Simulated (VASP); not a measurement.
# V (Fm-3m) in VASP: further runs

The runs below take V through single point, with RPBE.

All numbers are computed with VASP 6.6.1; they aren't measurements. Logs are shortened: lines on timing, memory, paths and dates and some standing lists are left out, and cuts for length are marked.

## (1) The cell of the first run

Symmetry: Fm-3m, No. 225, cubic system. The conventional cell has a = 3.849 Å, b = 3.849 Å, c = 3.849 Å, α = 90.00°, β = 90.00°, γ = 90.00°. Within 3.6 Å of V (site symmetry m-3m) lie 12 V at 2.72 Å.

## (2) Single point, RPBE

The input, INCAR:

```
PREC = Accurate
ENCUT = 520
EDIFF = 1E-7
ISMEAR = -1
SIGMA = 0.1
LREAL = F
LASPH = T
NELM = 60
ALGO = Normal
ISIF = 2
LWAVE = F
LCHARG = T
GGA = RP
LELF = T
LVHAR = T
NBANDS = 12
```

The input, KPOINTS:

```
regular mesh
0
Gamma
  23 23 23
```

The input, POSCAR:

```
V
1.0
    0.0000000000      1.9246544945      1.9246544945
    1.9246544945      0.0000000000      1.9246544945
    1.9246544945      1.9246544945      0.0000000000
V
1
Direct
    0.0000000000      0.0000000000      0.0000000000
```

Potentials or basis: VASP PAW PBE potentials, release 64 (V_sv).

Started as:

```bash
$ cat potpaw_PBE.64/V_sv/POTCAR > POTCAR
$ mpirun -np 1 vasp_std > vasp.out
```

OUTCAR:

```text
PREC = Accurate
   ENCUT = 520
   EDIFF = 1E-7
   ISMEAR = -1
   LREAL = F
   LASPH = T
   NELM = 60
   ISIF = 2
   GGA = RP

 ion  position               nearest neighbor table
   1  0.000  0.000  0.000-

  LATTYP: Found a face centered cubic cell.
 ALAT       =     3.8493089890

  Lattice vectors:

 A1 = (   0.0000000000,   1.9246544945,   1.9246544945)
 A2 = (   1.9246544945,   0.0000000000,   1.9246544945)
 A3 = (   1.9246544945,   1.9246544945,   0.0000000000)

Analysis of symmetry for initial positions (statically):
=====================================================================
 Subroutine PRICEL returns:
 Original cell was already a primitive cell.

 Routine SETGRP: Setting up the symmetry group for a
 face centered cubic supercell.

 Subroutine GETGRP returns: Found 48 space group operations
 (whereof 48 operations were pure point group operations)
 out of a pool of 48 trial point group operations.

The static configuration has the point symmetry O_h .

Analysis of symmetry for dynamics (positions and initial velocities):
=====================================================================
 Subroutine PRICEL returns:
 Original cell was already a primitive cell.

 Routine SETGRP: Setting up the symmetry group for a
 face centered cubic supercell.

 Subroutine GETGRP returns: Found 48 space group operations
 (whereof 48 operations were pure point group operations)
 out of a pool of 48 trial point group operations.

The dynamic configuration has the point symmetry O_h .

 Subroutine INISYM returns: Found 48 space group operations
 (whereof 48 operations are pure point group operations),
 and found     1 'primitive' translations

----------------------------------------------------------------------------------------

                                     Primitive cell

  volume of cell :      14.2590

  direct lattice vectors                    reciprocal lattice vectors
     0.000000000  1.924654494  1.924654494    -0.259786887  0.259786887  0.259786887
     1.924654494  0.000000000  1.924654494     0.259786887 -0.259786887  0.259786887
     1.924654494  1.924654494  0.000000000     0.259786887  0.259786887 -0.259786887

  length of vectors
     2.721872489  2.721872489  2.721872489     0.449964088  0.449964088  0.449964088

  position of ions in fractional coordinates (direct lattice)
     0.000000000  0.000000000  0.000000000

  ion indices of the primitive-cell ions
[... 74 lines left out ...]
   EDIFF  = 0.1E-06   stopping-criterion for ELM
   LREAL  =      F    real-space projection
   EDIFFG = 0.1E-05   stopping-criterion for IOM
   NSW    =      0    number of steps for IOM
   IBRION =     -1    ionic relax: 0-MD 1-quasi-New 2-CG
   NFREE  =      0    steps in history (QN), initial steepest desc. (CG)
   ISIF   =      2    stress and relaxation
   ISYM   =      2    0-nonsym 1-usesym 2-fastsym
   POTIM  = 0.5000    time-step for ionic-motion
   TEBEG  =    0.0;   TEEND  =   0.0 temperature during run
   PSTRESS=    0.0 pullay stress
   NELECT =      13.0000    total number of electrons
   NUPDOWN=      -1.0000    fix difference up-down
   EMIN   =  10.00;   EMAX   =-10.00  energy-range for DOS
   EFERMI =   0.00;   METHOD = LEGACY
   ISMEAR =    -1;   SIGMA  =   0.10  broadening in eV -4-tet -1-fermi 0-gaus
   EFERMI_NEDOS =   21; number of points for ismear=-14 and -15
   IALGO  =     38    algorithm
   IMIX   =      4    mixing-type and parameters
     AMIX     =   0.40;   BMIX     =  1.00
     AMIX_MAG =   1.60;   BMIX_MAG =  1.00
  volume/ion in A,a.u.               =      14.26        96.22
  Fermi-wavevector in a.u.,A,eV,Ry     =   1.587425  2.999798 34.285561  2.519918
  Thomas-Fermi vector in A             =   2.686584
   LORBIT       =      0    0 simple, 1 ext, 2 COOP (PROOUT), +10 PAW based schemes
   GGA     = RP    functional components
   LHFCALC =     F    Hartree Fock is set to
   AEXX    =    0.0000 exact exchange contribution
   IVDW    =     0    specifies the selected vdW correction
   LEPSILON=     F    determine dielectric tensor
   LRPA    =     F    only Hartree local field effects (RPA)
 non-spin polarized calculation
  energy-cutoff  :      520.00
  volume of cell :       14.26
 maximum number of plane-waves:       392
   NGX = 11   NGY = 11   NGZ = 11

 number of electron      12.9999996 magnetization

 Free energy of the ion-electron system (eV)
  ---------------------------------------------------
  ext. energy  EPLUGINS =         0.00000000
  ---------------------------------------------------
  free energy    TOTEN  =        -8.30928461 eV

  energy without entropy =       -8.25001118  energy(sigma->0) =       -8.27964790

 E-fermi :   9.4316     XC(G=0): -12.4820

 val. band max:        9.4285166807   @ k =  -0.3478   0.4348   0.1304
 cond. band min:       9.4322852324   @ k =   0.4348   0.3043   0.0870
 fundamental gap:      0.0037685517
 Fermi energy:         9.4316034150

 k-point     1 :       0.0000    0.0000    0.0000
  band No.  band energies     occupation
      1     -54.8097      2.00000
      2     -28.1315      2.00000
      3     -28.1315      2.00000
      4     -28.1315      2.00000
      5       2.6633      2.00000
      6       9.6015      0.30928
      7       9.6015      0.30928
      8       9.6015      0.30928
      9      11.2904      0.00000
     10      11.2904      0.00000
     11      26.8694      0.00000
     12      31.9214      0.00000
[... 331 lines left out ...]
 k-point    24 :      -0.4783    0.0435    0.0000
  band No.  band energies     occupation
      1     -54.6637      2.00000
      2     -28.8665      2.00000
      3     -28.2370      2.00000
      4     -28.2290      2.00000
      5       6.2451      2.00000
      6       9.4095      1.11023
      7       9.5367      0.51797
      8      10.0421      0.00446
      9      12.3780      0.00000
     10      12.5773      0.00000
     11      18.1108      0.00000
     12      25.9806      0.00000

 [... further k-points ...]
[... 5 lines left out ...]
  --------------------------------------------------------------------------------------
  -------------------------------------------------------------------------------------
  Total        0.0196468      0.0196468      0.0196468      0.0000000     -0.0000000      0.0000000
  in kB        2.2075683      2.2075683      2.2075683      0.0000000     -0.0000000      0.0000000
  external PRESSURE =       2.2075683 kB  Pullay stress =       0.0000000 kB

 VOLUME and BASIS-vectors are now :
 -----------------------------------------------------------------------------
  energy-cutoff  :      520.00
  volume of cell :       14.26
      direct lattice vectors                 reciprocal lattice vectors
     0.000000000  1.924654494  1.924654494    -0.259786887  0.259786887  0.259786887
     1.924654494  0.000000000  1.924654494     0.259786887 -0.259786887  0.259786887
     1.924654494  1.924654494  0.000000000     0.259786887  0.259786887 -0.259786887

 POSITION                                       TOTAL-FORCE (eV/Angst)
 -----------------------------------------------------------------------------------
      0.00000      0.00000      0.00000         0.000000      0.000000      0.000000
 -----------------------------------------------------------------------------------
    total drift:                                0.000000      0.000000      0.000000

  FREE ENERGIE OF THE ION-ELECTRON SYSTEM (eV)
  ---------------------------------------------------
  free  energy   TOTEN  =        -8.3092846135 eV

  energy  without entropy=       -8.2500111779  energy(sigma->0) =       -8.27964790
```

Wall time 37 s (1 thread of Intel Xeon Platinum 8488C (Sapphire Rapids), shared host); peak memory 0.17 GiB.

What came out:

- Free energy: -8.3093 eV
- Pressure: 0.2 GPa

Levels at points of the mesh, in eV from the Fermi level:
| k point | band 4 | band 5 | band 6 | band 7 | band 8 | band 9 |
| --- | --- | --- | --- | --- | --- | --- |
| (0.00, 0.00, 0.00) | -37.56 | -6.77 | 0.17 | 0.17 | 0.17 | 1.86 |

Caveat: the PAW data sets were made with another functional, which shifts forces and pressure a little.

## (3) Single point, RPBE (volume scaled by 1.04)

The input, INCAR:

```
PREC = Accurate
ENCUT = 520
EDIFF = 1E-6
ISMEAR = -1
SIGMA = 0.1
LREAL = F
LASPH = T
NELM = 60
ALGO = Normal
ISIF = 2
LWAVE = F
LCHARG = F
GGA = RP
NBANDS = 12
```

The input, KPOINTS:

```
Automatic mesh
0
Gamma
  23 23 23
```

The input, POSCAR:

```
V
1.0
    0.0000000000      1.9499818002      1.9499818002
    1.9499818002      0.0000000000      1.9499818002
    1.9499818002      1.9499818002      0.0000000000
V
1
Direct
    0.0000000000      0.0000000000      0.0000000000
```

Potentials or basis: VASP PAW PBE potentials, release 64 (V_sv).

Started as:

```bash
$ cat potpaw_PBE.64/V_sv/POTCAR > POTCAR
$ mpirun -np 1 vasp_std > vasp.out
```

Run time: 36 s. Hardware: 1 thread of Intel Xeon Platinum 8488C (Sapphire Rapids), shared host; peak memory 0.18 GiB.

The run converged. Its results:

| Item | Value |
| --- | --- |
| Free energy | -8.2993 eV |
| Pressure | -5.8 GPa |

Levels at points of the mesh, in eV from the Fermi level:
```tsv
k point	band 4	band 5	band 6	band 7	band 8	band 9
(0.00, 0.00, 0.00)	-37.65	-6.65	0.17	0.17	0.17	1.77
```

Caveat: the PAW data sets were made with another functional, which shifts forces and pressure a little.

## (4) Single point, RPBE (volume scaled by 1.08)

The input, INCAR:

```
SYSTEM = V
ALGO = Normal
EDIFF = 1E-6
ENCUT = 520
GGA = RP
ISIF = 2
ISMEAR = -1
LASPH = .TRUE.
LCHARG = .FALSE.
LREAL = .FALSE.
LWAVE = .FALSE.
NBANDS = 12
NELM = 100
PREC = Accurate
SIGMA = 0.1
```

The input, KPOINTS:

```
k-points
0
G
  23 23 23
  0 0 0
```

The input, POSCAR:

```
V
1.0
    0.0000000000      1.9746677348      1.9746677348
    1.9746677348      0.0000000000      1.9746677348
    1.9746677348      1.9746677348      0.0000000000
V
1
Direct
    0.0000000000      0.0000000000      0.0000000000
```

Potentials or basis: VASP PAW PBE potentials, release 64 (V_sv).

Started as:

```bash
$ cat potpaw_PBE.64/V_sv/POTCAR > POTCAR
$ mpirun -np 1 vasp_std > vasp.out
```

OUTCAR:

```text
SYSTEM = V
   EDIFF = 1E-6
   ENCUT = 520
   GGA = RP
   ISIF = 2
   ISMEAR = -1
   LASPH = .TRUE.
   LREAL = .FALSE.
   NELM = 100
   PREC = Accurate

 ion  position               nearest neighbor table
   1  0.000  0.000  0.000-

  LATTYP: Found a face centered cubic cell.
 ALAT       =     3.9493354696

  Lattice vectors:

 A1 = (   0.0000000000,   1.9746677348,   1.9746677348)
 A2 = (   1.9746677348,   0.0000000000,   1.9746677348)
[... 538 lines left out ...]
     11      16.3841      0.00000
     12      24.5968      0.00000

 [... further k-points ...]

------------------------ aborting loop because EDIFF is reached ----------------------------------------

  FORCE on cell =-STRESS in cart. coord.  units (eV):
  Direction    XX          YY          ZZ          XY          YZ          ZX
  --------------------------------------------------------------------------------------
  -------------------------------------------------------------------------------------
  Total       -1.0293755     -1.0293755     -1.0293755      0.0000000     -0.0000000      0.0000000
  in kB     -107.0957703   -107.0957703   -107.0957703      0.0000000     -0.0000000      0.0000000
  external PRESSURE =    -107.0957703 kB  Pullay stress =       0.0000000 kB

 VOLUME and BASIS-vectors are now :
 -----------------------------------------------------------------------------
  energy-cutoff  :      520.00
  volume of cell :       15.40
      direct lattice vectors                 reciprocal lattice vectors
     0.000000000  1.974667735  1.974667735    -0.253207155  0.253207155  0.253207155
     1.974667735  0.000000000  1.974667735     0.253207155 -0.253207155  0.253207155
     1.974667735  1.974667735  0.000000000     0.253207155  0.253207155 -0.253207155

 POSITION                                       TOTAL-FORCE (eV/Angst)
 -----------------------------------------------------------------------------------
      0.00000      0.00000      0.00000         0.000000      0.000000     -0.000000
 -----------------------------------------------------------------------------------
    total drift:                               -0.000000      0.000000     -0.000000

  FREE ENERGIE OF THE ION-ELECTRON SYSTEM (eV)
  ---------------------------------------------------
  free  energy   TOTEN  =        -8.2698065029 eV

  energy  without entropy=       -8.2054977568  energy(sigma->0) =       -8.23765213
```

stdout:

```text
POSCAR found type information on POSCAR V
 POSCAR found :  1 types and       1 ions
 scaLAPACK will be used
 -----------------------------------------------------------------------------
|                                                                             |
|                                                                             |
|     You enforced a specific xc type in the INCAR file but a different       |
|     I HOPE YOU KNOW WHAT YOU ARE DOING!                                     |
|                                                                             |
 -----------------------------------------------------------------------------

 LDA part: xc-table for (Slater+PW92), standard interpolation
 POSCAR, INCAR and KPOINTS ok, starting setup
 FFT: planning ... GRIDC
 FFT: planning ... GRID_SOFT
 FFT: planning ... GRID
 WAVECAR not read
 entering main loop
```

Run time: 37 s. Hardware: 1 thread of Intel Xeon Platinum 8488C (Sapphire Rapids), shared host; peak memory 0.18 GiB.

What came out:

| Quantity | Value |
| --- | --- |
| Free energy | -8.2698 eV |
| Pressure | -10.7 GPa |

Caveat: the PAW data sets were made with another functional, which shifts forces and pressure a little.

## (5) Single point, RPBE (volume scaled by 1.12)

The input, INCAR:

```
PREC = Accurate
ENCUT = 520
EDIFF = 1E-6
ISMEAR = -1
SIGMA = 0.1
LREAL = F
LASPH = T
NELM = 60
ALGO = Normal
ISIF = 2
LWAVE = F
LCHARG = F
GGA = RP
NBANDS = 12
```

The input, KPOINTS:

```
regular mesh
0
Gamma
  23 23 23
```

The input, POSCAR:

```
V
1.0
    0.0000000000      1.9987514222      1.9987514222
    1.9987514222      0.0000000000      1.9987514222
    1.9987514222      1.9987514222      0.0000000000
V
1
Direct
    0.0000000000      0.0000000000      0.0000000000
```

Started as:

```bash
$ cat potpaw_PBE.64/V_sv/POTCAR > POTCAR
$ mpirun -np 1 vasp_std > vasp.out
```

Wall time 38 s (1 thread of Intel Xeon Platinum 8488C (Sapphire Rapids), shared host); peak memory 0.19 GiB.

Results (log left out):

| Item | Value |
| --- | --- |
| Free energy | -8.2245 eV |
| Pressure | -14.7 GPa |

Levels at points of the mesh, in eV from the Fermi level:
```csv
k point,band 2,band 3,band 4,band 5,band 6,band 7,band 8,band 9,band 10,band 11
"(0.00, 0.00, 0.00)",-37.81,-37.81,-37.81,-6.43,0.17,0.17,0.17,1.61,1.61,16.76
```

Caveat: the PAW data sets were made with another functional, which shifts forces and pressure a little.

## (6) The runs side by side

| cell | gap on the mesh (eV) | pressure (GPa) |
| --- | --- | --- |
| a = 2.722 Å, angles 60.0°, 1 atom | none | 0.2 |
| a = 2.758 Å, angles 60.0°, 1 atom | none | -5.8 |
| a = 2.793 Å, angles 60.0°, 1 atom | none | -10.7 |
| a = 2.827 Å, angles 60.0°, 1 atom | none | -14.7 |

Alike in all rows: task single point; level RPBE; potentials or basis VASP PAW PBE potentials, release 64 (V_sv); no spin polarisation; k mesh 23 × 23 × 23; cutoff (eV) 520; smearing fermi-dirac 0.1 eV.

Caveats: the PAW data sets were made with another functional, which shifts forces and pressure a little.

Absolute energies hang on the potentials; compare differences alone.
